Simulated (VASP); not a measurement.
# Zr3CdC (Pm-3m) in VASP: further runs, part 2 of 2

VASP 6.6.1.

## Step 3: Relaxation of cell and atoms, PBE

This run uses another cell than the first one, of 16.31 Å³/atom.

INCAR

```
  PREC = Accurate
  ENCUT = 600
  EDIFF = 1E-6
  ISMEAR = 0
  SIGMA = 0.1
  LREAL = F
  LASPH = T
  NELM = 100
  ALGO = Normal
  ISIF = 3
  LWAVE = F
  LCHARG = F
  GGA = PE
  IBRION = 2
  NSW = 90
  EDIFFG = -0.04
```

KPOINTS

```
regular mesh
0
Gamma
  4 4 4
```

POSCAR

```
Zr3CdC
1.0
    4.3362098700      0.0000000000      0.0000000000
    0.0000000000      4.3362098700      0.0000000000
    0.0000000000      0.0000000000      4.3362098700
Zr Cd C
3 1 1
Direct
    0.0000000000      0.5000000000      0.5000000000
    0.5000000000      0.0000000000      0.5000000000
    0.5000000000      0.5000000000      0.0000000000
    0.0000000000      0.0000000000      0.0000000000
    0.5000000000      0.5000000000      0.5000000000
```

Potentials or basis: VASP PAW PBE potentials, release 64 (Zr_sv, Cd, C).

Launch:

```sh
$ cat potpaw_PBE.64/Zr_sv/POTCAR potpaw_PBE.64/Cd/POTCAR potpaw_PBE.64/C/POTCAR > POTCAR
$ mpirun -np 1 vasp_std > vasp.out
```

OUTCAR:

```text
PREC = Accurate
   ENCUT = 600
   EDIFF = 1E-6
   ISMEAR = 0
   LREAL = F
   LASPH = T
   NELM = 100
   ISIF = 3
   GGA = PE
   IBRION = 2
   NSW = 90
   EDIFFG = -0.04

 ion  position               nearest neighbor table
   1  0.000  0.500  0.500-   5 2.17   5 2.17   4 3.07   2 3.07   3 3.07   4 3.07   2 3.07   4 3.07
                             4 3.07   2 3.07   3 3.07   3 3.07   3 3.07   2 3.07
   2  0.500  0.000  0.500-   5 2.17   5 2.17   4 3.07   1 3.07   3 3.07   4 3.07   1 3.07   3 3.07
                             3 3.07   3 3.07   1 3.07   4 3.07   4 3.07   1 3.07
   3  0.500  0.500  0.000-   5 2.17   5 2.17   4 3.07   1 3.07   1 3.07   2 3.07   2 3.07   2 3.07
                             4 3.07   2 3.07   1 3.07   4 3.07   1 3.07   4 3.07
   4  0.000  0.000  0.000-   1 3.07   2 3.07   3 3.07   1 3.07   2 3.07   1 3.07   3 3.07   1 3.07
                             2 3.07   3 3.07   2 3.07   3 3.07
   5  0.500  0.500  0.500-   1 2.17   2 2.17   3 2.17   3 2.17   2 2.17   1 2.17

  LATTYP: Found a simple cubic cell.
 ALAT       =     4.3362098700

  Lattice vectors:

 A1 = (   4.3362098700,   0.0000000000,   0.0000000000)
 A2 = (   0.0000000000,   4.3362098700,   0.0000000000)
 A3 = (   0.0000000000,   0.0000000000,   4.3362098700)

Analysis of symmetry for initial positions (statically):
=====================================================================
[... 156 lines left out ...]

 number of electron      51.9999993 magnetization

 Free energy of the ion-electron system (eV)
  ---------------------------------------------------
  ext. energy  EPLUGINS =         0.00000000
  ---------------------------------------------------
  free energy    TOTEN  =       -36.71503302 eV

  energy without entropy =      -36.70639884  energy(sigma->0) =      -36.71071593

------------------------ aborting loop because EDIFF is reached ----------------------------------------

  FORCE on cell =-STRESS in cart. coord.  units (eV):
  Direction    XX          YY          ZZ          XY          YZ          ZX
  --------------------------------------------------------------------------------------
  -------------------------------------------------------------------------------------
  Total       14.5246783     14.5246783     14.5246783      0.0000000     -0.0000000      0.0000000
  in kB      285.4211982    285.4211982    285.4211982      0.0000000     -0.0000000      0.0000000
  external PRESSURE =     285.4211982 kB  Pullay stress =       0.0000000 kB
[... 104 lines left out ...]
--------------------------------------- Ionic step        4  -------------------------------------------

 number of electron      51.9999987 magnetization

 Free energy of the ion-electron system (eV)
  ---------------------------------------------------
  ext. energy  EPLUGINS =         0.00000000
  ---------------------------------------------------
  free energy    TOTEN  =       -37.81291012 eV

  energy without entropy =      -37.79629263  energy(sigma->0) =      -37.80460137

 E-fermi :   7.4362     XC(G=0): -11.2645

 val. band max:        7.3817141634   @ k =   0.5000   0.5000   0.5000
 cond. band min:       7.7474294706   @ k =   0.5000   0.0000   0.0000
 fundamental gap:      0.3657153072
 Fermi energy:         7.4361893810

 k-point     1 :       0.0000    0.0000    0.0000
  band No.  band energies     occupation
      1     -41.3222      2.00000
      2     -41.1914      2.00000
      3     -41.1914      2.00000
      4     -19.6335      2.00000
      5     -19.6335      2.00000
      6     -19.6335      2.00000
[... 361 lines left out ...]
  FREE ENERGIE OF THE ION-ELECTRON SYSTEM (eV)
  ---------------------------------------------------
  free  energy   TOTEN  =       -37.8129101150 eV

  energy  without entropy=      -37.7962926315  energy(sigma->0) =      -37.80460137

 reached required accuracy - stopping structural energy minimisation
```

It took 57 s on 1 thread of Intel Xeon 6975P-C (Granite Rapids), shared host; peak memory 0.22 GiB.

What came out:

```yaml
Free_energy: -37.8129 eV
Relaxed_volume: 19.16 Å³/atom
Relaxed_cell: a = 4.576 Å, b = 4.576 Å, c = 4.576 Å, α = 90.00°, β = 90.00°, γ = 90.00°
Space_group_after_relaxing_to_0.1_Å: Pm-3m (No. 221)
Energy_gained_by_relaxing: 219.6 meV/atom
Ionic_steps: 4
Pressure_after_relaxing: -0.2 GPa
Band_gap_on_the_k_mesh: zero (bands 26 and 27 overlap by 1.76 eV)
```

The path:
| step | energy change (eV) | largest force (eV/Å) | pressure (GPa) | volume (Å³) |
| --- | --- | --- | --- | --- |
| 1 | 0.0000 | 0.0000 | 28.54 | 81.53 |
| 2 | 0.6980 | 0.0000 | -18.68 | 120.84 |
| 3 | -1.0950 | 0.0000 | -1.12 | 96.49 |
| 4 | -1.0979 | 0.0000 | -0.20 | 95.79 |

Final structure:
```xyz
5
Lattice="4.5756 0.0000 0.0000 0.0000 4.5756 0.0000 0.0000 0.0000 4.5756" Properties=species:S:1:pos:R:3 pbc="T T T"
Zr    0.0000    2.2878    2.2878
Zr    2.2878    0.0000    2.2878
Zr    2.2878    2.2878    0.0000
Cd    0.0000    0.0000    0.0000
C     2.2878    2.2878    2.2878
```

Caveat: the k points lie up to 0.34 Å⁻¹ apart in the final cell, too coarse for converged energies and pressures of a metal; the volume moved by over 15 % at a fixed basis, so the end points are rough.

## Step 4: Single point, PBE (21.03 Å³/atom)

This run uses another cell than the first one, of 21.03 Å³/atom.

INCAR

```
PREC = Accurate ; ENCUT = 520
EDIFF = 1E-7 ; ISMEAR = 0
SIGMA = 0.1 ; LREAL = False
LASPH = True ; NELM = 100
ALGO = Normal ; ISIF = 2
LWAVE = False ; LCHARG = True
GGA = PE ; LELF = True
LVHAR = True ; NBANDS = 34
```

KPOINTS

```
regular mesh
0
Gamma
  8 8 8
```

POSCAR, as its differences from that of step 3:

```diff
@@ -2,5 +2,5 @@
 1.0
-    4.3362098700      0.0000000000      0.0000000000
-    0.0000000000      4.3362098700      0.0000000000
-    0.0000000000      0.0000000000      4.3362098700
+    4.7196922325      0.0000000000      0.0000000000
+    0.0000000000      4.7196922325      0.0000000000
+    0.0000000000      0.0000000000      4.7196922325
 Zr Cd C
```

Launch:

```sh
$ cat potpaw_PBE.64/Zr_sv/POTCAR potpaw_PBE.64/Cd/POTCAR potpaw_PBE.64/C/POTCAR > POTCAR
$ mpirun -np 1 vasp_std > vasp.out
```

Wall time 68 s (1 thread of Intel Xeon 6975P-C (Granite Rapids), shared host); peak memory 0.26 GiB.

It converged, with:

```
Free energy            : -37.5010 eV
Pressure               : -10.1 GPa
Band gap on the k mesh : zero (bands 26 and 27 overlap by 1.74 eV)
```

Levels at points of the mesh, in eV from the Fermi level:
```csv
k point,band 24,band 25,band 26,band 27,band 28,band 29
"(0.00, 0.00, 0.00)",-1.19,-1.19,-1.10,-1.10,2.14,2.14
"(0.50, 0.00, 0.00)",-0.95,-0.92,-0.92,0.16,0.90,1.49
"(0.50, 0.50, 0.00)",-1.57,-1.01,0.59,0.59,0.63,0.63
"(0.50, 0.50, 0.50)",-0.23,-0.23,0.64,0.64,0.64,0.65
```

Caveat: the cell stands under tension.

## Step 5: Overview

```tsv
task	cell	k mesh	cutoff (eV)	gap on the mesh (eV)	pressure (GPa)
single point	a = 4.662 Å, 5 atoms	8 × 8 × 8	520	none	-6.6
relaxation of cell and atoms	relaxed from a = 4.336 Å, 5 atoms	4 × 4 × 4	600	none	-0.2
single point	a = 4.720 Å, 5 atoms	8 × 8 × 8	520	none	-10.1
```

Alike in all rows: level PBE; potentials or basis VASP PAW PBE potentials, release 64 (Zr_sv, Cd, C); no spin polarisation; smearing gaussian 0.1 eV.

Caveats: some runs use coarse meshes; the cell stands under tension (at least some runs); the volume moved by over 15 % at a fixed basis, so the end points are rough (at least some runs).

Total energies depend on the potentials used, so only differences within one code and one set of settings carry meaning.

The gap in the log of VASP goes by the Fermi energy; the results here count the filled bands.